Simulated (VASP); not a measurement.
# K in VASP: notebook

K is run at these levels: PBEsol; tasks: electric field gradients.

All numbers are computed with VASP 6.6.1; they aren't measurements. Logs are shortened: lines on timing, memory, paths and dates and some standing lists are left out, and cuts for length are marked.

## 1. The cell of the first run

Symmetry: I4/mmm, No. 139, tetragonal system. The conventional cell has a = 5.236 Å, b = 5.236 Å, c = 5.131 Å, α = 90.00°, β = 90.00°, γ = 90.00°.

## 2. Electric field gradients, PBEsol (zz strain of -2 %)

File INCAR:

```
SYSTEM = K
  PREC = Accurate
  ENCUT = 520
  EDIFF = 1E-8
  ISMEAR = -1
  SIGMA = 0.08
  LREAL = .False.
  LASPH = .True.
  NELM = 80
  ALGO = Normal
  ISIF = 2
  LWAVE = .False.
  LCHARG = .False.
  GGA = PS
  LEFG = .True.
  NBANDS = 10
```

File KPOINTS:

```
regular mesh
0
Gamma
  10 10 10
  0 0 0
```

File POSCAR:

```
K
1.0
   -2.6180000000      2.6180000000      2.5656400000
    2.6180000000     -2.6180000000      2.5656400000
    2.6180000000      2.6180000000     -2.5656400000
K
1
Direct
    0.0000000000      0.0000000000      0.0000000000
```

Potentials or basis: VASP PAW PBE potentials, release 64 (K_sv).

The run is started by

```
$ cat potpaw_PBE.64/K_sv/POTCAR > POTCAR
$ mpirun -np 1 vasp_std > vasp.out
```

OUTCAR:

```text
SYSTEM = K
   PREC = Accurate
   ENCUT = 520
   EDIFF = 1E-8
   ISMEAR = -1
   LREAL = .False.
   LASPH = .True.
   NELM = 80
   ISIF = 2
   GGA = PS

 ion  position               nearest neighbor table
   1  0.000  0.000  0.000-

  LATTYP: Found a body centered tetragonal cell.
 ALAT       =     5.2360000000
 C/A-ratio  =     0.9800000000

  Lattice vectors:

 A1 = (  -2.6180000000,   2.6180000000,   2.5656400000)
 A2 = (   2.6180000000,  -2.6180000000,   2.5656400000)
 A3 = (   2.6180000000,   2.6180000000,  -2.5656400000)

Analysis of symmetry for initial positions (statically):
=====================================================================
 Subroutine PRICEL returns:
 Original cell was already a primitive cell.

 Routine SETGRP: Setting up the symmetry group for a
 body centered tetragonal supercell.

 Subroutine GETGRP returns: Found 16 space group operations
 (whereof 16 operations were pure point group operations)
 out of a pool of 16 trial point group operations.

The static configuration has the point symmetry D_4h.

Analysis of symmetry for dynamics (positions and initial velocities):
=====================================================================
 Subroutine PRICEL returns:
 Original cell was already a primitive cell.

 Routine SETGRP: Setting up the symmetry group for a
 body centered tetragonal supercell.

 Subroutine GETGRP returns: Found 16 space group operations
 (whereof 16 operations were pure point group operations)
 out of a pool of 16 trial point group operations.

The dynamic configuration has the point symmetry D_4h.

 Subroutine INISYM returns: Found 16 space group operations
 (whereof 16 operations are pure point group operations),
 and found     1 'primitive' translations

----------------------------------------------------------------------------------------

                                     Primitive cell

  volume of cell :      70.3388

  direct lattice vectors                    reciprocal lattice vectors
    -2.618000000  2.618000000  2.565640000     0.000000000  0.190985485  0.194883148
     2.618000000 -2.618000000  2.565640000     0.190985485  0.000000000  0.194883148
     2.618000000  2.618000000 -2.565640000     0.190985485  0.190985485  0.000000000

  length of vectors
     4.504481836  4.504481836  4.504481836     0.272864246  0.272864246  0.270094263

  position of ions in fractional coordinates (direct lattice)
     0.000000000  0.000000000  0.000000000

  ion indices of the primitive-cell ions
   primitive index   ion index
                 1           1

----------------------------------------------------------------------------------------

 KPOINTS: regular mesh

Automatic generation of k-mesh.
 Grid dimensions read from file:
 generate k-points for:   10   10   10

 Generating k-lattice:

  Cartesian coordinates                     Fractional coordinates (reciprocal lattice)
     0.000000000  0.019098549  0.019488315     0.100000000  0.000000000 -0.000000000
     0.019098549  0.000000000  0.019488315     0.000000000  0.100000000 -0.000000000
     0.019098549  0.019098549  0.000000000     0.000000000  0.000000000  0.100000000

  Length of vectors
     0.027286425  0.027286425  0.027009426

  Shift w.r.t. Gamma in fractional coordinates (k-lattice)
     0.000000000  0.000000000  0.000000000

 Subroutine IBZKPT returns following result:
 ===========================================

 Found    102 irreducible k-points:

 Following reciprocal coordinates:
            Coordinates               Weight
  0.000000  0.000000  0.000000      1.000000
  0.100000  0.000000 -0.000000      8.000000
  0.200000  0.000000 -0.000000      8.000000
  0.300000  0.000000  0.000000      8.000000
  0.400000 -0.000000  0.000000      8.000000
  0.500000  0.000000 -0.000000      4.000000
[... 16 lines left out ...]
  0.300000  0.300000  0.000000      8.000000
  0.400000  0.300000  0.000000     16.000000
 [... further k-points ...]
   k-points           NKPTS =    102   k-points in BZ     NKDIM =    102   number of bands    NBANDS=     10
   number of dos      NEDOS =    301   number of ions     NIONS =      1
   total plane-waves  NPLWV =  46656
   dimension x,y,z NGX =    36 NGY =   36 NGZ =   36
   dimension x,y,z NGXF=    72 NGYF=   72 NGZF=   72
   ions per type =               1
   NGX,Y,Z   is equivalent  to a cutoff of  13.29, 13.29, 13.29 a.u.
   NGXF,Y,Z  is equivalent  to a cutoff of  26.57, 26.57, 26.57 a.u.
 SYSTEM =  K
   PREC   = accura    normal or accurate (medium, high low for compatibility)
   ISTART =      0    job   : 0-new  1-cont  2-samecut
   ICHARG =      2    charge: 1-file 2-atom 10-const
   ISPIN  =      1    spin polarized calculation?
   LNONCOLLINEAR =      F non collinear calculations
   LSORBIT =      F    spin-orbit coupling
   LASPH  =      T    aspherical Exc in radial PAW
   ENCUT  =  520.0 eV  38.22 Ry    6.18 a.u.   8.38  8.38  8.38*2*pi/ulx,y,z
   NELM   =     80;   NELMIN=  2; NELMDL= -5     # of ELM steps
   EDIFF  = 0.1E-07   stopping-criterion for ELM
   LREAL  =      F    real-space projection
   EDIFFG = 0.1E-06   stopping-criterion for IOM
   NSW    =      0    number of steps for IOM
   IBRION =     -1    ionic relax: 0-MD 1-quasi-New 2-CG
   NFREE  =      0    steps in history (QN), initial steepest desc. (CG)
   ISIF   =      2    stress and relaxation
   ISYM   =      2    0-nonsym 1-usesym 2-fastsym
   POTIM  = 0.5000    time-step for ionic-motion
   TEBEG  =    0.0;   TEEND  =   0.0 temperature during run
   PSTRESS=    0.0 pullay stress
   NELECT =       9.0000    total number of electrons
   NUPDOWN=      -1.0000    fix difference up-down
   EMIN   =  10.00;   EMAX   =-10.00  energy-range for DOS
   EFERMI =   0.00;   METHOD = LEGACY
   ISMEAR =    -1;   SIGMA  =   0.08  broadening in eV -4-tet -1-fermi 0-gaus
   EFERMI_NEDOS =   21; number of points for ismear=-14 and -15
   IALGO  =     38    algorithm
   IMIX   =      4    mixing-type and parameters
     AMIX     =   0.40;   BMIX     =  1.00
     AMIX_MAG =   1.60;   BMIX_MAG =  1.00
  volume/ion in A,a.u.               =      70.34       474.67
  Fermi-wavevector in a.u.,A,eV,Ry     =   0.824943  1.558916  9.259188  0.680531
  Thomas-Fermi vector in A             =   1.936716
   LORBIT       =      0    0 simple, 1 ext, 2 COOP (PROOUT), +10 PAW based schemes
   GGA     = PS    functional components
   LHFCALC =     F    Hartree Fock is set to
   AEXX    =    0.0000 exact exchange contribution
   IVDW    =     0    specifies the selected vdW correction
   LEPSILON=     F    determine dielectric tensor
   LRPA    =     F    only Hartree local field effects (RPA)
 non-spin polarized calculation
  energy-cutoff  :      520.00
  volume of cell :       70.34
 maximum number of plane-waves:      1913
 NGX is ok and might be reduce to    36
   NGX = 17   NGY = 17   NGZ = 17

 number of electron       8.9999999 magnetization

 Free energy of the ion-electron system (eV)
  ---------------------------------------------------
  ext. energy  EPLUGINS =         0.00000000
  ---------------------------------------------------
  free energy    TOTEN  =        -1.13993626 eV

  energy without entropy =       -1.12202283  energy(sigma->0) =       -1.13097955

 E-fermi :  -0.0723     XC(G=0):  -5.8086

 val. band max:       -0.0879463491   @ k =   0.5000   0.2000   0.0000
 cond. band min:      -0.0544923594   @ k =   0.3000   0.2000   0.0000
 fundamental gap:      0.0334539897
 Fermi energy:        -0.0722960561

 k-point     1 :       0.0000    0.0000    0.0000
  band No.  band energies     occupation
      1     -32.0352      2.00000
      2     -15.5418      2.00000
      3     -15.5416      2.00000
      4     -15.5416      2.00000
      5      -2.2927      2.00000
      6       4.2003      0.00000
      7       4.3051      0.00000
      8       4.3051      0.00000
      9       5.1480      0.00000
     10       5.2871      0.00000

 k-point     2 :       0.1000    0.0000   -0.0000
  band No.  band energies     occupation
      1     -32.0347      2.00000
      2     -15.5495      2.00000
      3     -15.5442      2.00000
      4     -15.5417      2.00000
      5      -2.1628      2.00000
      6       4.0779      0.00000
      7       4.1003      0.00000
      8       4.3644      0.00000
      9       5.0305      0.00000
     10       5.1744      0.00000

 k-point     3 :       0.2000    0.0000   -0.0000
  band No.  band energies     occupation
      1     -32.0334      2.00000
      2     -15.5698      2.00000
      3     -15.5511      2.00000
      4     -15.5418      2.00000
      5      -1.7824      2.00000
      6       3.3738      0.00000
      7       3.7277      0.00000
      8       4.6658      0.00000
      9       5.0156      0.00000
     10       5.1342      0.00000

 k-point     4 :       0.3000    0.0000    0.0000
  band No.  band energies     occupation
      1     -32.0318      2.00000
      2     -15.5946      2.00000
      3     -15.5595      2.00000
      4     -15.5420      2.00000
      5      -1.1782      2.00000
      6       2.4479      0.00000
      7       3.3833      0.00000
      8       5.1015      0.00000
      9       5.1638      0.00000
     10       5.2102      0.00000
[... 222 lines left out ...]
 k-point    22 :      -0.2000    0.2000    0.0000
  band No.  band energies     occupation
      1     -32.0334      2.00000
      2     -15.5698      2.00000
      3     -15.5508      2.00000
      4     -15.5413      2.00000
      5      -1.7926      2.00000
      6       3.3016      0.00000
      7       3.8155      0.00000
      8       4.7241      0.00000
      9       4.9130      0.00000
     10       5.2065      0.00000

 k-point    23 :       0.3000    0.3000    0.0000
  band No.  band energies     occupation
      1     -32.0294      2.00000
      2     -15.6043      2.00000
      3     -15.5882      2.00000
      4     -15.5517      2.00000
      5       0.7323      0.00009
      6       1.3622      0.00000
      7       1.8038      0.00000
      8       4.6403      0.00000
      9       5.2067      0.00000
     10       5.6108      0.00000

 k-point    24 :       0.4000    0.3000    0.0000
  band No.  band energies     occupation
      1     -32.0295      2.00000
      2     -15.6040      2.00000
      3     -15.5883      2.00000
      4     -15.5513      2.00000
      5       0.6822      0.00016
      6       1.3858      0.00000
      7       1.8244      0.00000
      8       4.6425      0.00000
      9       5.2616      0.00000
     10       5.5516      0.00000

 [... further k-points ...]

------------------------ aborting loop because EDIFF is reached ----------------------------------------

  FORCE on cell =-STRESS in cart. coord.  units (eV):
  Direction    XX          YY          ZZ          XY          YZ          ZX
  --------------------------------------------------------------------------------------
  -------------------------------------------------------------------------------------
  Total        0.0135492      0.0135492      0.0138716      0.0000000      0.0000000      0.0000000
  in kB        0.3086229      0.3086229      0.3159668      0.0000000      0.0000000      0.0000000
  external PRESSURE =       0.3110709 kB  Pullay stress =       0.0000000 kB

 VOLUME and BASIS-vectors are now :
 -----------------------------------------------------------------------------
  energy-cutoff  :      520.00
  volume of cell :       70.34
      direct lattice vectors                 reciprocal lattice vectors
    -2.618000000  2.618000000  2.565640000     0.000000000  0.190985485  0.194883148
     2.618000000 -2.618000000  2.565640000     0.190985485  0.000000000  0.194883148
     2.618000000  2.618000000 -2.565640000     0.190985485  0.190985485  0.000000000

 POSITION                                       TOTAL-FORCE (eV/Angst)
 -----------------------------------------------------------------------------------
      0.00000      0.00000      0.00000         0.000000     -0.000000      0.000000
 -----------------------------------------------------------------------------------
    total drift:                               -0.000000      0.000000      0.000000

  FREE ENERGIE OF THE ION-ELECTRON SYSTEM (eV)
  ---------------------------------------------------
  free  energy   TOTEN  =        -1.1399362618 eV

  energy  without entropy=       -1.1220228303  energy(sigma->0) =       -1.13097955

 Electric field gradients (V/A^2)
---------------------------------------------------------------------
 ion       V_xx      V_yy      V_zz      V_xy      V_xz      V_yz
---------------------------------------------------------------------
   1      -0.051    -0.051     0.101     0.000     0.000     0.000
---------------------------------------------------------------------

 Electric field gradients after diagonalization (V/A^2)
 (convention: |V_zz| > |V_xx| > |V_yy|)
----------------------------------------------------------------------
 ion       V_xx      V_yy      V_zz     asymmetry (V_yy - V_xx)/ V_zz
----------------------------------------------------------------------
   1      -0.051    -0.050     0.101       0.005
----------------------------------------------------------------------

           NMR quadrupolar parameters

 Cq : quadrupolar parameter    Cq=e*Q*V_zz/h
 eta: asymmetry parameters     (V_yy - V_xx)/ V_zz
 Q  : nuclear electric quadrupole moment in mb (millibarn)
----------------------------------------------------------------------
 ion       Cq(MHz)       eta       Q (mb)
----------------------------------------------------------------------
   1       0.000       0.005       1.000
----------------------------------------------------------------------
```

It took 25 s on 1 thread of Intel Xeon 6975P-C (Granite Rapids), shared host; peak memory 0.23 GiB.

What came out:

| Item | Value |
| --- | --- |
| Free energy | -1.1399 eV |
| Pressure | 0.0 GPa |

Levels at points of the mesh, in eV from the Fermi level:
| k point | band 2 | band 3 | band 4 | band 5 | band 6 | band 7 | band 8 | band 9 |
| --- | --- | --- | --- | --- | --- | --- | --- | --- |
| (0.00, 0.00, 0.00) | -15.47 | -15.47 | -15.47 | -2.22 | 4.27 | 4.38 | 4.38 | 5.22 |
| (0.50, 0.00, 0.00) | -15.55 | -15.50 | -15.47 | 0.46 | 0.73 | 3.14 | 5.00 | 5.86 |
| (0.50, 0.50, 0.00) | -15.55 | -15.50 | -15.47 | 0.42 | 0.68 | 3.26 | 4.92 | 5.79 |
| (0.50, 0.50, 0.50) | -15.53 | -15.53 | -15.53 | 1.62 | 1.69 | 3.51 | 3.51 | 3.75 |

Caveat: the cell differs from its parent crystal (zz strain of -2 %); without QUAD_EFG the Cq values of the log hold for a quadrupole moment of 1 mb, not for the nuclei; the PAW data sets were made with another functional, which shifts forces and pressure a little.

(Part 1 of 2 ends here.)
